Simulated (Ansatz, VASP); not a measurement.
# HfN: VASP beside Ansatz

The input INCAR:

```
PREC = Accurate
ENCUT = 520
EDIFF = 1E-6
ISMEAR = 0
SIGMA = 0.15
LREAL = False
LASPH = True
NELM = 100
ALGO = Normal
ISIF = 2
LWAVE = False
LCHARG = False
GGA = PE
NBANDS = 14
```

The input KPOINTS:

```
Automatic mesh
0
Gamma
  18 18 18
```

File POSCAR:

```
HfN
1.0
    0.0000000000      2.1912300000      2.2928850000
    2.1912300000      0.0000000000      2.2928850000
    2.1912300000      2.1912300000      0.0000000000
Hf N
1 1
Direct
    0.0000000000      0.0000000000      0.0000000000
    0.5000000000      0.5000000000      0.5000000000
```

Input for Ansatz:

```yaml
crystal:
  lattice:
    - [0.0, 2.19123, 2.292885]
    - [2.19123, 0.0, 2.292885]
    - [2.19123, 2.19123, 0.0]
  atoms:
    - { symbol: Hf, position: [0.0, 0.0, 0.0] }
    - { symbol: "N", position: [0.5, 0.5, 0.5] }
basis:
  ecutwfc: 420
kpoints:
  mp_grid: { grid: [18, 18, 18] }
hamiltonian:
  xc: pbe
scf:
  occupations: { method: gaussian, width: 0.15 }
output:
  forces: true
  stress: true
  eigenvalues: true
```

Change from the starting cell: strain -0.030 along x and y, +0.015 along z, atoms carried along.

Alike in both runs: task single point; functional PBE; k mesh 18 × 18 × 18; occupations gaussian, width 0.15 eV; no spin polarisation.

|  | VASP | Ansatz |
| --- | --- | --- |
| version | VASP 6.6.1 | Ansatz 0.2.0 |
| potentials or method | VASP PAW PBE potentials, release 64 (Hf_pv, N), cutoff 520 eV | scalar-relativistic, plane waves, PAW |
| valence electrons in the cell | 15 | 31 |

Ansatz gave:

```
gap on the k mesh at the Fermi level (eV)                     : none
pressure (GPa)                                                : 21.4
traceless stress, the component that is largest in VASP (GPa) : -17.78
```

Task: What did VASP give for the same quantities?

Result: gap on the k mesh at the Fermi level (eV): none; pressure (GPa): 18.9; traceless stress, the component that is largest in VASP (GPa): -17.66.

A gap of «none» marks a metal or a gap that the smearing closes. The functional is the same, so the differences come from potentials, cutoffs and numerics. VASP's potentials hold 15 valence electrons a cell and Ansatz's 31, so a difference there can come from the potentials and not from the codes.

Spin-orbit coupling is off throughout.
